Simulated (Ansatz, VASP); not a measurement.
# N: VASP beside Ansatz

POSCAR

```
N
1.0
    2.5194737886      0.0000000000      0.0000000000
   -1.2597368943      2.1819283051      0.0000000000
    0.0000000000      0.0000000000      2.4460020000
N
2
Direct
    0.3333333333      0.6666666667      0.7500000000
    0.6666666667      0.3333333333      0.2500000000
```

Contents of INCAR.step1:

```
PREC     = Accurate       # precision mode
ENCUT    = 520            # plane-wave cutoff, eV
EDIFF    = 1E-5           # SCF threshold, eV
ISMEAR   = -1             # smearing method
SIGMA    = 0.05           # smearing width, eV
LREAL    = F              # projectors in reciprocal space
LASPH    = T              # aspherical terms in the spheres
NELM     = 60             # most SCF steps
ALGO     = Normal         # electronic algorithm
ISIF     = 2              # what is computed and relaxed
LWAVE    = T              # write WAVECAR
LCHARG   = F              # write CHGCAR
NBANDS   = 12             # bands
GGA      = PE             # functional
```

File INCAR.step2:

```
PREC     = Accurate       # precision mode
ENCUT    = 520            # plane-wave cutoff, eV
EDIFF    = 1E-6           # SCF threshold, eV
ISMEAR   = -1             # smearing method
SIGMA    = 0.05           # smearing width, eV
LREAL    = F              # projectors in reciprocal space
LASPH    = T              # aspherical terms in the spheres
NELM     = 60             # most SCF steps
ALGO     = Normal         # electronic algorithm
ISIF     = 2              # what is computed and relaxed
LWAVE    = F              # write WAVECAR
LCHARG   = F              # write CHGCAR
GGA      = PE             # functional
LHFCALC  = T              # exact exchange
AEXX     = 0.25           # exact-exchange fraction
HFSCREEN = 0.3            # screening, 1/A
PRECFOCK = Normal       
NBANDS   = 12             # bands
ISTART   = 1
```

File KPOINTS:

```
regular mesh
0
Gamma
  6 6 6
```

input.yaml

```yaml
crystal:
  lattice:
    - [2.5194737886, 0.0, 0.0]
    - [-1.2597368943, 2.1819283051, 0.0]
    - [0.0, 0.0, 2.446002]
  atoms:
    - { symbol: "N", position: [0.3333333333, 0.6666666667, 0.75] }
    - { symbol: "N", position: [0.6666666667, 0.3333333333, 0.25] }
hamiltonian:
  xc: { exchange: pbe, correlation: pbe, exx: { coeff: 0.25, omega: 0.3 } }
  pseudopotentials: { kind: paw }
kpoints:
  mp_grid: { grid: [6, 6, 6] }
scf:
  occupations: { method: fermi_dirac, width: 0.05 }
output:
  forces: true
  stress: true
  eigenvalues: true
  write_density: true
  write_potential: true
  elf: true
  volumetric_format: npy
```

Alike in both runs: task single point; functional PBE-based screened hybrid; k mesh 6 × 6 × 6; occupations fermi-dirac, width 0.05 eV; no spin polarisation.

```csv
,VASP,Ansatz
version,VASP 6.6.1,Ansatz 0.2.0
potentials or method,"VASP PAW PBE potentials, release 64 (N)",Ansatz PAW
plane-wave cutoff (eV),520,420
valence electrons in the cell,10,10
```

Ansatz gave:

```
gap on the k mesh at the Fermi level (eV)                     : none
pressure (GPa)                                                : 0.2
traceless stress, the component that is largest in VASP (GPa) : -6.67
```

Problem. What did VASP give for the same quantities?

Solution. gap on the k mesh at the Fermi level (eV): none; pressure (GPa): 0.2; traceless stress, the component that is largest in VASP (GPa): -6.53.

VASP's potentials were made for PBE, not for PBE-based screened hybrid. A gap of «none» marks a metal or a gap that the smearing closes.

The k mesh is coarse, so the values compare programs but aren't converged.
